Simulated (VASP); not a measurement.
# Rb (a cell with a defect) in VASP: notebook

The runs below take Rb (a cell with a defect) through single point, with PBE+D3(BJ).

All numbers are computed with VASP 6.6.1; they aren't measurements. Logs are shortened: lines on timing, memory, paths and dates and some standing lists are left out, and cuts for length are marked.

### Step 1. The cell of the first run

The cell holds a defect, 17 atoms: a = 11.180 Å, b = 11.180 Å, c = 11.180 Å, α = 90.00°, β = 90.00°, γ = 90.00°.

### Step 2. Single point, PBE+D3(BJ)

Input file INCAR:

```
SYSTEM = Rb
  ALGO = Normal
  EDIFF = 1E-7
  ENCUT = 520
  GGA = PE
  ISIF = 2
  ISMEAR = 0
  IVDW = 12
  LASPH = .TRUE.
  LCHARG = .FALSE.
  LREAL = Auto
  LWAVE = .FALSE.
  NBANDS = 90
  NELM = 60
  PREC = Accurate
  SIGMA = 0.1
```

Input file KPOINTS:

```
k-points
0
G
  1 1 1
  0 0 0
```

Input file POSCAR:

```
Rb
1.0
   11.1800000000      0.0000000000      0.0000000000
    0.0000000000     11.1800000000      0.0000000000
    0.0000000000      0.0000000000     11.1800000000
Rb
17
Direct
   -0.0106139535      0.0030064401     -0.0024791592
    0.5150403399     -0.0016053667     -0.0024411449
   -0.0563545617      0.4080410555     -0.0028523256
   -0.0286078712      0.0067167263      0.5051966905
    0.2550326476      0.2479388193      0.2614539356
    0.5364293381      0.4496887299     -0.0023881038
    0.5394107335     -0.0090747764      0.5056940966
    0.7391482111      0.2471900716      0.2816310376
    0.0189450805      0.5158019678      0.4935432021
    0.2556868515      0.8313779070      0.3004339893
    0.2549232558      0.2503070662      0.7364634168
    0.4869197674      0.5243057245      0.4932732558
    0.7631744186      0.7320029517      0.2327572451
    0.7387858676      0.2549864937      0.7130809481
    0.2551117174      0.8109627907      0.7092664580
    0.7635720036      0.7277598390      0.7644571556
    0.2180062612      0.6249738819      0.0157413238
```

Potentials or basis: VASP PAW PBE potentials, release 64 (Rb_sv).

Run with:

```console
$ cat potpaw_PBE.64/Rb_sv/POTCAR > POTCAR
$ mpirun -np 1 vasp_gam > vasp.out
```

OUTCAR:

```text
SYSTEM = Rb
   EDIFF = 1E-7
   ENCUT = 520
   GGA = PE
   ISIF = 2
   ISMEAR = 0
   IVDW = 12
   LASPH = .TRUE.
   LREAL = Auto
   NELM = 60
   PREC = Accurate
 IVDW          = 12

 ion  position               nearest neighbor table
   1  0.989  0.003  0.998-   3 4.56  13 4.74  16 4.76  15 4.88  10 4.90  17 4.94  11 5.00   5 5.00
                             8 5.04  14 5.09   2 5.30   4 5.51   4 5.68
   2  0.515  0.998  0.998-  15 4.82  10 4.83  13 4.85  16 4.86   8 4.91  14 4.96  11 4.99   5 4.99
                             6 5.05   1 5.30  17 5.34   7 5.51   7 5.69
   3  0.944  0.408  0.997-  17 3.92  14 4.27   8 4.31   1 4.56   6 4.58  16 4.86  11 4.87   5 4.90
                            13 4.91   9 5.74
   4  0.971  0.007  0.505-  10 4.38  14 4.46  15 4.48   8 4.50   7 4.83  16 4.85  13 4.91  11 4.91
                             5 4.98   1 5.51   9 5.52   1 5.68   9 5.72
   5  0.255  0.248  0.261-  10 4.68   9 4.76  12 4.79   6 4.87   3 4.90   4 4.98   2 4.99   1 5.00
                            17 5.05   7 5.08  11 5.31   8 5.42   8 5.77
   6  0.536  0.450  0.998-  17 4.07  14 4.47   8 4.51   3 4.58  16 4.79  13 4.83  11 4.84   5 4.87
                             2 5.05  12 5.63  12 5.73
   7  0.539  0.991  0.506-  10 4.30  14 4.37  15 4.40   8 4.41  16 4.83   4 4.83  13 4.89  11 5.02
                             5 5.08  12 5.25   2 5.51   2 5.69
   8  0.739  0.247  0.282-   3 4.31   7 4.41   4 4.50   6 4.51  12 4.81  14 4.82   2 4.91   9 4.94
                             1 5.04   5 5.42  13 5.45   5 5.77  13 5.79
   9  0.019  0.516  0.494-  13 4.75   5 4.76  16 4.79  11 4.81  15 4.87  10 4.91  14 4.93   8 4.94
                            12 5.23   4 5.52   4 5.72   3 5.74
  10  0.256  0.831  0.300-  17 3.95   7 4.30   4 4.38  15 4.58   5 4.68  12 4.81   2 4.83   1 4.90
                             9 4.91  13 5.67
  11  0.255  0.250  0.736-   9 4.81   6 4.84  12 4.85   3 4.87   4 4.91  15 4.92   2 4.99   1 5.00
                             7 5.02  17 5.24   5 5.31  14 5.42  14 5.78
  12  0.487  0.524  0.493-  15 4.78   5 4.79  14 4.80  10 4.81   8 4.81  13 4.84  11 4.85  16 4.89
                             9 5.23   7 5.25   6 5.63   6 5.73
  13  0.763  0.732  0.233-   1 4.74   9 4.75   6 4.83  12 4.84   2 4.85   7 4.89   3 4.91   4 4.91
                            16 5.24   8 5.45  10 5.67  17 5.76   8 5.79
  14  0.739  0.255  0.713-   3 4.27   7 4.37   4 4.46   6 4.47  12 4.80   8 4.82   9 4.93   2 4.96
                             1 5.09  16 5.32  11 5.42  11 5.78
  15  0.255  0.811  0.709-  17 4.03   7 4.40   4 4.48  10 4.58  12 4.78   2 4.82   9 4.87   1 4.88
                            11 4.92  16 5.61  16 5.79
  16  0.764  0.728  0.764-   1 4.76   6 4.79   9 4.79   7 4.83   4 4.85   3 4.86   2 4.86  12 4.89
                            13 5.24  14 5.32  15 5.61  15 5.79
  17  0.218  0.625  0.016-   3 3.92  10 3.95  15 4.03   6 4.07   1 4.94   5 5.05  11 5.24   2 5.34
                            13 5.76

  LATTYP: Found a simple cubic cell.
 ALAT       =    11.1800000000

  Lattice vectors:

 A1 = (  11.1800000000,   0.0000000000,   0.0000000000)
 A2 = (   0.0000000000,  11.1800000000,   0.0000000000)
 A3 = (   0.0000000000,   0.0000000000,  11.1800000000)

Analysis of symmetry for initial positions (statically):
=====================================================================
 Subroutine PRICEL returns:
 Original cell was already a primitive cell.

 Routine SETGRP: Setting up the symmetry group for a
 simple cubic supercell.

 Subroutine GETGRP returns: Found  1 space group operations
 (whereof  1 operations were pure point group operations)
 out of a pool of 48 trial point group operations.

The static configuration has the point symmetry C_1 .

Analysis of symmetry for dynamics (positions and initial velocities):
=====================================================================
 Subroutine PRICEL returns:
 Original cell was already a primitive cell.

 Routine SETGRP: Setting up the symmetry group for a
 simple cubic supercell.

 Subroutine GETGRP returns: Found  1 space group operations
 (whereof  1 operations were pure point group operations)
 out of a pool of 48 trial point group operations.

The dynamic configuration has the point symmetry C_1 .

 Subroutine INISYM returns: Found  1 space group operations
 (whereof  1 operations are pure point group operations),
 and found     1 'primitive' translations

----------------------------------------------------------------------------------------

                                     Primitive cell

  volume of cell :    1397.4150

  direct lattice vectors                    reciprocal lattice vectors
    11.180000000  0.000000000  0.000000000     0.089445438  0.000000000  0.000000000
     0.000000000 11.180000000  0.000000000     0.000000000  0.089445438  0.000000000
     0.000000000  0.000000000 11.180000000     0.000000000  0.000000000  0.089445438

  length of vectors
[... 62 lines left out ...]
 SYSTEM =  Rb
   PREC   = accura    normal or accurate (medium, high low for compatibility)
   ISTART =      0    job   : 0-new  1-cont  2-samecut
   ICHARG =      2    charge: 1-file 2-atom 10-const
   ISPIN  =      1    spin polarized calculation?
   LNONCOLLINEAR =      F non collinear calculations
   LSORBIT =      F    spin-orbit coupling
   LASPH  =      T    aspherical Exc in radial PAW
   ENCUT  =  520.0 eV  38.22 Ry    6.18 a.u.  20.79 20.79 20.79*2*pi/ulx,y,z
   NELM   =     60;   NELMIN=  2; NELMDL= -5     # of ELM steps
   EDIFF  = 0.1E-06   stopping-criterion for ELM
   LREAL  =      T    real-space projection
   EDIFFG = 0.1E-05   stopping-criterion for IOM
   NSW    =      0    number of steps for IOM
   IBRION =     -1    ionic relax: 0-MD 1-quasi-New 2-CG
   NFREE  =      0    steps in history (QN), initial steepest desc. (CG)
   ISIF   =      2    stress and relaxation
   ISYM   =      2    0-nonsym 1-usesym 2-fastsym
   POTIM  = 0.5000    time-step for ionic-motion
   TEBEG  =    0.0;   TEEND  =   0.0 temperature during run
   PSTRESS=    0.0 pullay stress
   NELECT =     153.0000    total number of electrons
   NUPDOWN=      -1.0000    fix difference up-down
   EMIN   =  10.00;   EMAX   =-10.00  energy-range for DOS
   EFERMI =   0.00;   METHOD = LEGACY
   ISMEAR =     0;   SIGMA  =   0.10  broadening in eV -4-tet -1-fermi 0-gaus
   EFERMI_NEDOS =   21; number of points for ismear=-14 and -15
   IALGO  =     38    algorithm
   IMIX   =      4    mixing-type and parameters
     AMIX     =   0.40;   BMIX     =  1.00
     AMIX_MAG =   1.60;   BMIX_MAG =  1.00
  volume/ion in A,a.u.               =      82.20       554.72
  Fermi-wavevector in a.u.,A,eV,Ry     =   0.783183  1.480002  8.345492  0.613376
  Thomas-Fermi vector in A             =   1.887060
   LORBIT       =      0    0 simple, 1 ext, 2 COOP (PROOUT), +10 PAW based schemes
   GGA     = PE    functional components
   LHFCALC =     F    Hartree Fock is set to
   AEXX    =    0.0000 exact exchange contribution
   IVDW    =    12    specifies the selected vdW correction
   LEPSILON=     F    determine dielectric tensor
   LRPA    =     F    only Hartree local field effects (RPA)
 non-spin polarized calculation
 Gauss-broadening in eV      SIGMA  =   0.10
  energy-cutoff  :      520.00
  volume of cell :     1397.42
 maximum number of plane-waves:     18781
 NGX is ok and might be reduce to    84
   NGX = 41   NGY = 41   NGZ = 41

 number of electron     153.0000000 magnetization

 Free energy of the ion-electron system (eV)
  ---------------------------------------------------
  ext. energy  EPLUGINS =         0.00000000
  ---------------------------------------------------
  free energy    TOTEN  =       -14.12215294 eV

  energy without entropy =      -13.86312538  energy(sigma->0) =      -13.99263916

 E-fermi :   0.4120     XC(G=0):  -5.7060

 val. band max:       -0.3580248564   @ k =   0.0000   0.0000   0.0000
 cond. band min:       0.4326989791   @ k =   0.0000   0.0000   0.0000
 fundamental gap:      0.7907238355
 Fermi energy:         0.4119562803

 k-point     1 :       0.0000    0.0000    0.0000
  band No.  band energies     occupation
      1     -28.9459      2.00000
      2     -28.7485      2.00000
      3     -28.7247      2.00000
      4     -28.6884      2.00000
      5     -28.6742      2.00000
      6     -28.6146      2.00000
[... 80 lines left out ...]
     87       0.9984      0.00000
     88       1.3803      0.00000
 [bands above 88 left out]

------------------------ aborting loop because EDIFF is reached ----------------------------------------

 Edisp (eV)   -1.89824

 E8    (eV) :    -1.0836

  FORCE on cell =-STRESS in cart. coord.  units (eV):
  Direction    XX          YY          ZZ          XY          YZ          ZX
  --------------------------------------------------------------------------------------
  -------------------------------------------------------------------------------------
  Total       1.78391     1.78874     1.72402     0.06654     0.02752    -0.04770
  in kB       2.04530     2.05084     1.97664     0.07629     0.03155    -0.05469
  external pressure =        2.02 kB  Pullay stress =        0.00 kB

 VOLUME and BASIS-vectors are now :
 -----------------------------------------------------------------------------
  energy-cutoff  :      520.00
  volume of cell :     1397.42
      direct lattice vectors                 reciprocal lattice vectors
    11.180000000  0.000000000  0.000000000     0.089445438  0.000000000  0.000000000
     0.000000000 11.180000000  0.000000000     0.000000000  0.089445438  0.000000000
     0.000000000  0.000000000 11.180000000     0.000000000  0.000000000  0.089445438

 POSITION                                       TOTAL-FORCE (eV/Angst)
 -----------------------------------------------------------------------------------
     11.06134      0.03361     11.15228         0.005757     -0.005567     -0.000888
      5.75815     11.16205     11.15271         0.000079      0.005458     -0.000862
     10.54996      4.56190     11.14811         0.001159      0.028411     -0.005969
     10.86016      0.07509      5.64810         0.013308      0.012856     -0.001189
      2.85127      2.77196      2.92306         0.001438      0.003360     -0.005048
      5.99728      5.02752     11.15330        -0.002224      0.043454     -0.002876
[... 9 lines left out ...]
      8.53674      8.13636      8.54663        -0.002711      0.011114     -0.020454
      2.43731      6.98721      0.17599        -0.028003     -0.002581      0.014632
 -----------------------------------------------------------------------------------
    total drift:                                0.001149     -0.000746     -0.000550

  FREE ENERGIE OF THE ION-ELECTRON SYSTEM (eV)
  ---------------------------------------------------
  free  energy   TOTEN  =       -16.0203976911 eV

  energy  without entropy=      -15.7613701255  energy(sigma->0) =      -15.89088391
```

Wall time 2.3 min (1 thread of Intel Xeon Platinum 8488C (Sapphire Rapids), shared host); peak memory 0.95 GiB.

Results:

| Property | Result |
| --- | --- |
| Free energy | -16.0204 eV |
| Pressure | 0.2 GPa |
| Largest force | 0.044 eV/Å |
| Dispersion energy per atom | -0.112 eV |

Forces in eV/Å, atoms in the order of the input:
```
Rb   0.006 -0.006 -0.001
Rb   0.000  0.005 -0.001
Rb   0.001  0.028 -0.006
Rb   0.013  0.013 -0.001
Rb   0.001  0.003 -0.005
Rb  -0.002  0.043 -0.003
Rb  -0.007  0.015  0.000
Rb   0.003 -0.013 -0.012
Rb  -0.019 -0.011  0.003
Rb   0.010 -0.032 -0.002
Rb   0.002 -0.002  0.002
Rb   0.021 -0.012  0.001
Rb  -0.005  0.011  0.020
Rb   0.002 -0.013  0.008
Rb   0.007 -0.039  0.002
Rb  -0.003  0.011 -0.020
Rb  -0.028 -0.003  0.015
```

Caveat: the k points lie up to 0.56 Å⁻¹ apart.

### Step 3. Single point, PBE+D3(BJ)

Input file INCAR:

```
PREC = Accurate
ENCUT = 520
EDIFF = 1E-6
ISMEAR = 0
SIGMA = 0.1
LREAL = Auto
LASPH = T
NELM = 80
ALGO = Normal
ISIF = 2
LWAVE = F
LCHARG = F
GGA = PE
IVDW = 12
NBANDS = 90
```

Input file KPOINTS:

```
Automatic mesh
0
Gamma
  1 1 1
```

Input file POSCAR:

```
Rb
1.0
   11.1800000000      0.0000000000      0.0000000000
    0.0000000000     11.1800000000      0.0000000000
    0.0000000000      0.0000000000     11.1800000000
Rb
17
Direct
   -0.0013505367      0.0077915027     -0.0027214669
    0.5078889982      0.0051492844     -0.0042726297
   -0.0809300537      0.4092410555     -0.0047245975
   -0.0114771914      0.0116180680      0.5014519678
    0.2530214669      0.2549814848      0.2528347943
    0.5201189624      0.4903141324     -0.0029846154
    0.5250924866      0.0106421288      0.5082163685
    0.7345369410      0.2400101073      0.2738373882
    0.0087357782      0.5116522361      0.4930046512
    0.2809070662      0.8114777281      0.3020033989
    0.2513817531      0.2592035778      0.7446373882
    0.5002036673      0.5114451699      0.4947139535
    0.7592910555      0.7485936494      0.2427504472
    0.7366389982      0.2467260286      0.7192687835
    0.2704933810      0.7896729875      0.7097045617
    0.7624701252      0.7444593918      0.7542559928
    0.1654316637      0.6331333631      0.0197585868
```

Potentials or basis: VASP PAW PBE potentials, release 64 (Rb_sv).

Run with:

```console
$ cat potpaw_PBE.64/Rb_sv/POTCAR > POTCAR
$ mpirun -np 1 vasp_gam > vasp.out
```

It took 2.1 min on 1 thread of Intel Xeon Platinum 8488C (Sapphire Rapids), shared host; peak memory 0.95 GiB.

The run converged. Its results:

```yaml
Free_energy: -16.0858 eV
Pressure: 0.2 GPa
Largest_force: 0.044 eV/Å
Dispersion_energy_per_atom: -0.112 eV
```

Forces on the atoms (eV/Å):
```
Rb   0.000  0.001  0.000
Rb  -0.002 -0.001 -0.002
Rb  -0.034 -0.026 -0.008
Rb   0.018 -0.001 -0.001
Rb   0.001  0.004 -0.004
Rb  -0.011  0.017  0.000
Rb   0.002  0.002  0.007
Rb  -0.003  0.000 -0.004
Rb   0.002 -0.004 -0.001
Rb   0.000 -0.014 -0.019
Rb   0.001  0.006  0.004
Rb   0.009 -0.004  0.001
Rb   0.006  0.006  0.005
Rb  -0.004  0.002  0.003
Rb  -0.001 -0.017  0.011
Rb   0.009  0.005 -0.005
Rb   0.007  0.024  0.015
```

Levels at points of the mesh, in eV from the Fermi level:
```
           k point  band 72  band 73  band 74  band 75  band 76  band 77  band 78  band 79
(0.00, 0.00, 0.00)    -0.78    -0.78    -0.77    -0.77     0.01     0.04     0.04     0.05
```

Caveat: the k points lie up to 0.56 Å⁻¹ apart.

### Step 4. Single point, PBE+D3(BJ)

Input file INCAR:

```
ALGO = Normal ; EDIFF = 1E-7
ENCUT = 520 ; GGA = PE
ISIF = 2 ; ISMEAR = 0
IVDW = 12 ; LASPH = T
LCHARG = F ; LREAL = Auto
LWAVE = F ; NBANDS = 90
NELM = 100 ; PREC = Accurate
SIGMA = 0.1
```

Input file KPOINTS:

```
k-points
0
Gamma
  1 1 1
```

Input file POSCAR:

```
Rb
1.0
   11.1800000000      0.0000000000      0.0000000000
    0.0000000000     11.1800000000      0.0000000000
    0.0000000000      0.0000000000     11.1800000000
Rb
17
Direct
   -0.0002330948      0.0181869410     -0.0023728980
    0.5027983900      0.0128535778     -0.0036147585
   -0.1025706619      0.4147760286     -0.0045412343
    0.0111707513      0.0032644902      0.4963929338
    0.2464985689      0.2657193202      0.2449533989
    0.5060272809      0.5021581395     -0.0016189624
    0.5042952594      0.0281059034      0.5066674419
    0.7402000000      0.2322540250      0.2758486583
    0.0071575134      0.5133803220      0.4946825581
    0.3055471377      0.7836989267      0.2972720930
    0.2433763864      0.2695019678      0.7533179785
    0.5120967800      0.4953476744      0.5005392665
    0.7546649374      0.7578603757      0.2512367621
    0.7452077818      0.2336709302      0.7184467800
    0.2884597496      0.7746779070      0.7111575134
    0.7573851521      0.7563338104      0.7467982111
    0.1292949911      0.6551872093      0.0160205725
```

Run with:

```console
$ cat potpaw_PBE.64/Rb_sv/POTCAR > POTCAR
$ mpirun -np 1 vasp_gam > vasp.out
```

Run time: 2.3 min. Hardware: 1 thread of Intel Xeon Platinum 8488C (Sapphire Rapids), shared host; peak memory 0.96 GiB.

The run converged. Its results:

- Free energy: -16.0933 eV
- Pressure: 0.2 GPa
- Largest force: 0.020 eV/Å
- Dispersion energy per atom: -0.112 eV

Forces in eV/Å, atoms in the order of the input:
```
Rb   0.006  0.002  0.001
Rb  -0.001 -0.003 -0.002
Rb  -0.006 -0.016 -0.003
Rb   0.001  0.005  0.000
Rb   0.004  0.004  0.003
Rb  -0.001  0.002 -0.001
Rb   0.004 -0.003  0.005
Rb  -0.006 -0.001  0.006
Rb  -0.001 -0.001 -0.002
Rb  -0.013  0.002 -0.014
Rb   0.004  0.005 -0.003
Rb   0.004  0.007  0.001
Rb   0.004  0.002 -0.003
Rb  -0.006 -0.001 -0.009
Rb  -0.013 -0.001  0.009
Rb   0.007  0.001  0.004
Rb   0.015 -0.004  0.009
```

Levels at points of the mesh, in eV from the Fermi level:
| k point | band 72 | band 73 | band 74 | band 75 | band 76 | band 77 | band 78 | band 79 |
| --- | --- | --- | --- | --- | --- | --- | --- | --- |
| (0.00, 0.00, 0.00) | -0.78 | -0.78 | -0.77 | -0.77 | 0.01 | 0.04 | 0.04 | 0.05 |

Caveat: the k points lie up to 0.56 Å⁻¹ apart.

### Step 5. Single point, PBE+D3(BJ)

Input file INCAR:

```
SYSTEM = Rb
ALGO     = Normal         ! electronic algorithm
EDIFF    = 1E-7           ! SCF threshold, eV
ENCUT    = 520            ! plane-wave cutoff, eV
GGA      = PE             ! functional
ISIF     = 2              ! what is computed and relaxed
ISMEAR   = 0              ! smearing method
IVDW     = 12             ! dispersion correction
LASPH    = .TRUE.         ! aspherical terms in the spheres
LCHARG   = .FALSE.        ! write CHGCAR
LREAL    = Auto         
LWAVE    = .FALSE.        ! write WAVECAR
NBANDS   = 90             ! bands
NELM     = 60             ! most SCF steps
PREC     = Accurate       ! precision mode
SIGMA    = 0.1            ! smearing width, eV
```

Input file KPOINTS:

```
k-points
0
G
  1 1 1
  0 0 0
```

Input file POSCAR:

```
Rb
1.0
   11.1800000000      0.0000000000      0.0000000000
    0.0000000000     11.1800000000      0.0000000000
    0.0000000000      0.0000000000     11.1800000000
Rb
17
Direct
   -0.0296813953      0.0287981216     -0.0017535778
    0.4986844365      0.0193201252     -0.0015885510
   -0.1056816637      0.4367783542     -0.0024811270
    0.0256585868     -0.0107102862      0.4958413238
    0.2296540250      0.2708341682      0.2349187835
    0.5002505367      0.4906455277     -0.0013822004
    0.4831628801      0.0479662791      0.5037858676
    0.7514216458      0.2316652057      0.2851358676
    0.0136085868      0.5199169946      0.4963970483
    0.3246569767      0.7634215564      0.2975250447
    0.2272714669      0.2718691413      0.7637411449
    0.5090378354      0.4755004472      0.5028424866
    0.7499585868      0.7580033095      0.2608530411
    0.7561839893      0.2311631485      0.7108025045
    0.3113148479      0.7623199463      0.7084068873
    0.7503175313      0.7580050984      0.7374682469
    0.1244803220      0.6923463327      0.0101253131
```

Run with:

```console
$ cat potpaw_PBE.64/Rb_sv/POTCAR > POTCAR
$ mpirun -np 1 vasp_gam > vasp.out
```

Wall time 2.4 min (1 thread of Intel Xeon Platinum 8488C (Sapphire Rapids), shared host); peak memory 0.96 GiB.

The run converged. Its results:

```
Free energy                : -16.0351 eV
Pressure                   : 0.2 GPa
Largest force              : 0.034 eV/Å
Dispersion energy per atom : -0.112 eV
```

Forces on the atoms (eV/Å):
```
Rb   0.033  0.006 -0.001
Rb   0.006 -0.002 -0.001
Rb   0.002 -0.025 -0.005
Rb  -0.009  0.016  0.000
Rb   0.012 -0.007  0.015
Rb   0.009  0.009 -0.001
Rb   0.018 -0.028  0.000
Rb  -0.012  0.009 -0.030
Rb  -0.011 -0.008  0.001
Rb  -0.027  0.013 -0.010
Rb   0.011 -0.005 -0.016
Rb   0.013  0.027 -0.001
Rb  -0.006  0.004 -0.005
Rb  -0.012  0.008  0.030
Rb  -0.030  0.010  0.011
Rb  -0.006  0.004  0.004
Rb   0.006 -0.031  0.009
```

Levels at points of the mesh, in eV from the Fermi level:
```tsv
k point	band 72	band 73	band 74	band 75	band 76	band 77	band 78	band 79
(0.00, 0.00, 0.00)	-0.80	-0.79	-0.78	-0.77	0.02	0.04	0.04	0.04
```

Caveat: the k points lie up to 0.56 Å⁻¹ apart.
